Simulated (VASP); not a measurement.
# Hf (P6_3/mmc) in VASP: further runs

Runs on Hf. Level: r2SCAN. Tasks: single point.

Everything below comes from runs of VASP 6.6.1. Logs are shortened: lines on timing, memory, paths and dates and some standing lists are left out, and cuts for length are marked.

**1. The cell of the first run**

Symmetry: P6_3/mmc, No. 194, hexagonal system. The conventional cell has a = 3.192 Å, b = 3.192 Å, c = 5.045 Å, α = 90.00°, β = 90.00°, γ = 120.00°. Hf (site symmetry -6m2) has 12 Hf at 3.12 to 3.19 Å within 4.1 Å.

**2. Single point, r2SCAN**

The input, POSCAR:

```
Hf
1.0
    3.1923846300      0.0000000000      0.0000000000
   -1.5961923200      2.7646861900      0.0000000000
    0.0000000000      0.0000000000      5.0450416400
Hf
2
Direct
    0.3333333300      0.6666666700      0.2500000000
    0.6666666700      0.3333333300      0.7500000000
```

The input, INCAR.step1:

```
  PREC = Accurate
  ENCUT = 520
  ISMEAR = 0
  SIGMA = 0.1
  LREAL = False
  LASPH = True
  NELM = 60
  NBANDS = 17
  GGA = PE
  ALGO = Normal
  EDIFF = 1E-4
  LWAVE = True
  LCHARG = False
```

The input, INCAR.step2:

```
  PREC = Accurate
  ENCUT = 520
  EDIFF = 1E-6
  ISMEAR = 0
  SIGMA = 0.1
  LREAL = False
  LASPH = True
  NELM = 60
  ALGO = Normal
  ISIF = 2
  LWAVE = False
  LCHARG = False
  METAGGA = R2SCAN
  LMIXTAU = True
  NBANDS = 17
  ISTART = 1
```

The input, KPOINTS:

```
Automatic mesh
0
Gamma
  6 6 4
```

Potentials or basis: VASP PAW PBE potentials, release 64 (Hf_pv).

Command:

```
$ cat potpaw_PBE.64/Hf_pv/POTCAR > POTCAR
$ cp INCAR.step1 INCAR
$ mpirun -np 1 vasp_std > vasp.out
$ cp INCAR.step2 INCAR
$ mpirun -np 1 vasp_std > vasp.out
```

OUTCAR:

```text
PREC = Accurate
   ENCUT = 520
   EDIFF = 1E-6
   ISMEAR = 0
   LREAL = False
   LASPH = True
   NELM = 60
   ISIF = 2
   METAGGA = R2SCAN
   ISTART = 1

 ion  position               nearest neighbor table
   1  0.333  0.667  0.250-   2 3.12   2 3.12   2 3.12   2 3.12   2 3.12   2 3.12
   2  0.667  0.333  0.750-   1 3.12   1 3.12   1 3.12   1 3.12   1 3.12   1 3.12

  LATTYP: Found a hexagonal cell.
 ALAT       =     3.1923846300
 C/A-ratio  =     1.5803364020

  Lattice vectors:

 A1 = (   3.1923846300,   0.0000000000,   0.0000000000)
 A2 = (  -1.5961923200,   2.7646861900,   0.0000000000)
 A3 = (   0.0000000000,   0.0000000000,   5.0450416400)

Analysis of symmetry for initial positions (statically):
=====================================================================
 Subroutine PRICEL returns:
 Original cell was already a primitive cell.

 Routine SETGRP: Setting up the symmetry group for a
 hexagonal supercell.

 Subroutine GETGRP returns: Found 24 space group operations
 (whereof 12 operations were pure point group operations)
 out of a pool of 24 trial point group operations.

The static configuration has the point symmetry D_3d.
 The point group associated with its full space group is D_6h.

Analysis of symmetry for dynamics (positions and initial velocities):
=====================================================================
 Subroutine PRICEL returns:
 Original cell was already a primitive cell.

 Routine SETGRP: Setting up the symmetry group for a
 hexagonal supercell.

 Subroutine GETGRP returns: Found 24 space group operations
 (whereof 12 operations were pure point group operations)
 out of a pool of 24 trial point group operations.

The dynamic configuration has the point symmetry D_3d.
 The point group associated with its full space group is D_6h.

 Subroutine INISYM returns: Found 24 space group operations
 (whereof 12 operations are pure point group operations),
 and found     1 'primitive' translations

----------------------------------------------------------------------------------------

                                     Primitive cell

  volume of cell :      44.5272

  direct lattice vectors                    reciprocal lattice vectors
     3.192384630  0.000000000  0.000000000     0.313245463  0.180852353  0.000000000
    -1.596192320  2.764686190  0.000000000     0.000000000  0.361704704  0.000000000
     0.000000000  0.000000000  5.045041640     0.000000000  0.000000000  0.198214419

  length of vectors
     3.192384630  3.192384634  5.045041640     0.361704704  0.361704704  0.198214419

  position of ions in fractional coordinates (direct lattice)
     0.333333330  0.666666670  0.250000000
     0.666666670  0.333333330  0.750000000

  ion indices of the primitive-cell ions
   primitive index   ion index
                 1           1
                 2           2

----------------------------------------------------------------------------------------

 KPOINTS: Automatic mesh

Automatic generation of k-mesh.
 Grid dimensions read from file:
 generate k-points for:    6    6    4

 Generating k-lattice:

  Cartesian coordinates                     Fractional coordinates (reciprocal lattice)
     0.052207577  0.030142059  0.000000000     0.166666667  0.000000000  0.000000000
     0.000000000  0.060284117  0.000000000     0.000000000  0.166666667  0.000000000
     0.000000000  0.000000000  0.049553605     0.000000000  0.000000000  0.250000000

  Length of vectors
     0.060284117  0.060284117  0.049553605

  Shift w.r.t. Gamma in fractional coordinates (k-lattice)
     0.000000000  0.000000000  0.000000000

 Subroutine IBZKPT returns following result:
 ===========================================

 Found     21 irreducible k-points:

 Following reciprocal coordinates:
            Coordinates               Weight
  0.000000  0.000000  0.000000      1.000000
  0.166667  0.000000  0.000000      6.000000
  0.333333  0.000000  0.000000      6.000000
  0.500000  0.000000  0.000000      3.000000
  0.166667  0.166667  0.000000      6.000000
  0.333333  0.166667  0.000000     12.000000
[... 13 lines left out ...]
  0.333333  0.166667  0.500000     12.000000
  0.333333  0.333333  0.500000      2.000000
   k-points           NKPTS =     21   k-points in BZ     NKDIM =     21   number of bands    NBANDS=     17
   number of dos      NEDOS =    301   number of ions     NIONS =      2
   total plane-waves  NPLWV =  23040
   dimension x,y,z NGX =    24 NGY =   24 NGZ =   40
   dimension x,y,z NGXF=    48 NGYF=   48 NGZF=   80
   ions per type =               2
   NGX,Y,Z   is equivalent  to a cutoff of  12.50, 12.50, 13.18 a.u.
   NGXF,Y,Z  is equivalent  to a cutoff of  25.00, 25.00, 26.36 a.u.
 SYSTEM =  unknown system
   PREC   = accura    normal or accurate (medium, high low for compatibility)
   ISTART =      1    job   : 0-new  1-cont  2-samecut
   ICHARG =      0    charge: 1-file 2-atom 10-const
   ISPIN  =      1    spin polarized calculation?
   LNONCOLLINEAR =      F non collinear calculations
   LSORBIT =      F    spin-orbit coupling
   LASPH  =      T    aspherical Exc in radial PAW
   ENCUT  =  520.0 eV  38.22 Ry    6.18 a.u.   5.94  5.94  9.38*2*pi/ulx,y,z
   NELM   =     60;   NELMIN=  2; NELMDL=  0     # of ELM steps
   EDIFF  = 0.1E-05   stopping-criterion for ELM
   LREAL  =      F    real-space projection
   EDIFFG = 0.1E-04   stopping-criterion for IOM
   NSW    =      0    number of steps for IOM
   IBRION =     -1    ionic relax: 0-MD 1-quasi-New 2-CG
   NFREE  =      0    steps in history (QN), initial steepest desc. (CG)
   ISIF   =      2    stress and relaxation
   ISYM   =      2    0-nonsym 1-usesym 2-fastsym
   POTIM  = 0.5000    time-step for ionic-motion
   TEBEG  =    0.0;   TEEND  =   0.0 temperature during run
   PSTRESS=    0.0 pullay stress
   NELECT =      20.0000    total number of electrons
   NUPDOWN=      -1.0000    fix difference up-down
   EMIN   =  10.00;   EMAX   =-10.00  energy-range for DOS
   EFERMI =   0.00;   METHOD = LEGACY
   ISMEAR =     0;   SIGMA  =   0.10  broadening in eV -4-tet -1-fermi 0-gaus
   EFERMI_NEDOS =   21; number of points for ismear=-14 and -15
   IALGO  =     38    algorithm
   IMIX   =      4    mixing-type and parameters
     AMIX     =   0.40;   BMIX     =  1.00
     AMIX_MAG =   1.60;   BMIX_MAG =  1.00
  volume/ion in A,a.u.               =      22.26       150.24
  Fermi-wavevector in a.u.,A,eV,Ry     =   1.253746  2.369236 21.386713  1.571879
  Thomas-Fermi vector in A             =   2.387584
   LORBIT       =      0    0 simple, 1 ext, 2 COOP (PROOUT), +10 PAW based schemes
   METAGGA = R2SCAN    functional components
   LHFCALC =     F    Hartree Fock is set to
   AEXX    =    0.0000 exact exchange contribution
   IVDW    =     0    specifies the selected vdW correction
   LEPSILON=     F    determine dielectric tensor
   LRPA    =     F    only Hartree local field effects (RPA)
 non-spin polarized calculation
 Gauss-broadening in eV      SIGMA  =   0.10
  energy-cutoff  :      520.00
  volume of cell :       44.53
 maximum number of plane-waves:      1236
 NGX is ok and might be reduce to    24
   NGX = 11   NGY = 11   NGZ = 19

 number of electron      20.0000003 magnetization

 Free energy of the ion-electron system (eV)
  ---------------------------------------------------
  ext. energy  EPLUGINS =         0.00000000
  ---------------------------------------------------
  free energy    TOTEN  =       -90.28222534 eV

  energy without entropy =      -90.26629863  energy(sigma->0) =      -90.27426199

 E-fermi :   4.9017     XC(G=0): -12.1785

 val. band max:        4.8957864148   @ k =   0.3333   0.3333   0.2500
 cond. band min:       4.9076057866   @ k =   0.1667   0.0000   0.0000
 fundamental gap:      0.0118193718
 Fermi energy:         4.9017355016

 k-point     1 :       0.0000    0.0000    0.0000
  band No.  band energies     occupation
      1     -27.3715      2.00000
      2     -26.6110      2.00000
      3     -26.6110      2.00000
      4     -26.4796      2.00000
      5     -26.4796      2.00000
      6     -26.4608      2.00000
[... 9 lines left out ...]
     16       7.7994      0.00000
     17      10.5527      0.00000

 k-point     2 :       0.1667    0.0000    0.0000
  band No.  band energies     occupation
      1     -27.2981      2.00000
      2     -26.7607      2.00000
      3     -26.6599      2.00000
      4     -26.6340      2.00000
      5     -26.5001      2.00000
      6     -26.4953      2.00000
[... 9 lines left out ...]
     16       7.8302      0.00000
     17      11.0676      0.00000

 k-point     3 :       0.3333    0.0000    0.0000
  band No.  band energies     occupation
      1     -27.1187      2.00000
      2     -27.0606      2.00000
      3     -26.9200      2.00000
      4     -26.7507      2.00000
      5     -26.5963      2.00000
      6     -26.5465      2.00000
[... 9 lines left out ...]
     16       9.8025      0.00000
     17      11.5922      0.00000

 k-point     4 :       0.5000    0.0000    0.0000
  band No.  band energies     occupation
      1     -27.2094      2.00000
      2     -27.0539      2.00000
      3     -26.9847      2.00000
      4     -26.7939      2.00000
      5     -26.6908      2.00000
      6     -26.5713      2.00000
[... 9 lines left out ...]
     16      11.7331      0.00000
     17      12.1276      0.00000
[... 283 lines left out ...]
      1     -27.0859      2.00000
      2     -27.0859      2.00000
      3     -26.7132      2.00000
      4     -26.7132      2.00000
      5     -26.6218      2.00000
      6     -26.6218      2.00000
[... 9 lines left out ...]
     16       9.8619      0.00000
     17      10.7621      0.00000

 k-point    20 :       0.3333    0.1667    0.5000
  band No.  band energies     occupation
      1     -27.2137      2.00000
      2     -27.2137      2.00000
      3     -26.8128      2.00000
      4     -26.8128      2.00000
      5     -26.6245      2.00000
      6     -26.6245      2.00000
[... 9 lines left out ...]
     16      10.7360      0.00000
     17      12.0560      0.00000

 k-point    21 :       0.3333    0.3333    0.5000
  band No.  band energies     occupation
      1     -27.1704      2.00000
      2     -27.1704      2.00000
      3     -26.9521      2.00000
      4     -26.9521      2.00000
      5     -26.6084      2.00000
      6     -26.6084      2.00000
[... 9 lines left out ...]
     16      10.2370      0.00000
     17      13.8207      0.00000

------------------------ aborting loop because EDIFF is reached ----------------------------------------

  FORCE on cell =-STRESS in cart. coord.  units (eV):
  Direction    XX          YY          ZZ          XY          YZ          ZX
  --------------------------------------------------------------------------------------
  -------------------------------------------------------------------------------------
  Total       -0.0031184     -0.0031184      0.2544917      0.0000000      0.0000000     -0.0000000
  in kB       -0.1122052     -0.1122052      9.1571099      0.0000000      0.0000000     -0.0000000
  external PRESSURE =       2.9775665 kB  Pullay stress =       0.0000000 kB

 VOLUME and BASIS-vectors are now :
 -----------------------------------------------------------------------------
  energy-cutoff  :      520.00
  volume of cell :       44.53
      direct lattice vectors                 reciprocal lattice vectors
     3.192384630  0.000000000  0.000000000     0.313245463  0.180852353  0.000000000
    -1.596192320  2.764686190  0.000000000     0.000000000  0.361704704  0.000000000
     0.000000000  0.000000000  5.045041640     0.000000000  0.000000000  0.198214419

 POSITION                                       TOTAL-FORCE (eV/Angst)
 -----------------------------------------------------------------------------------
     -0.00000      1.84312      1.26126        -0.000000      0.000000      0.000000
      1.59619      0.92156      3.78378         0.000000      0.000000      0.000000
 -----------------------------------------------------------------------------------
    total drift:                               -0.000002      0.000001     -0.000000

  FREE ENERGIE OF THE ION-ELECTRON SYSTEM (eV)
  ---------------------------------------------------
  free  energy   TOTEN  =       -90.2822253370 eV

  energy  without entropy=      -90.2662986331  energy(sigma->0) =      -90.27426199
```

Wall time 41 s (1 thread of Intel Xeon Platinum 8375C at 2.90GHz (Ice Lake), shared host); peak memory 0.17 GiB.

Results:

* Free energy: -90.2822 eV
* Pressure: 0.3 GPa
* Band gap on the k mesh: zero (band 10 reaches 6.19 eV, above the bottom of band 11 at 4.53 eV)

Caveat: the k points lie up to 0.38 Å⁻¹ apart; the PAW data sets were made with another functional, which shifts forces and pressure a little; spin-orbit coupling is left out, which moves the levels of the heavy elements.

[end of part 1 of 2]
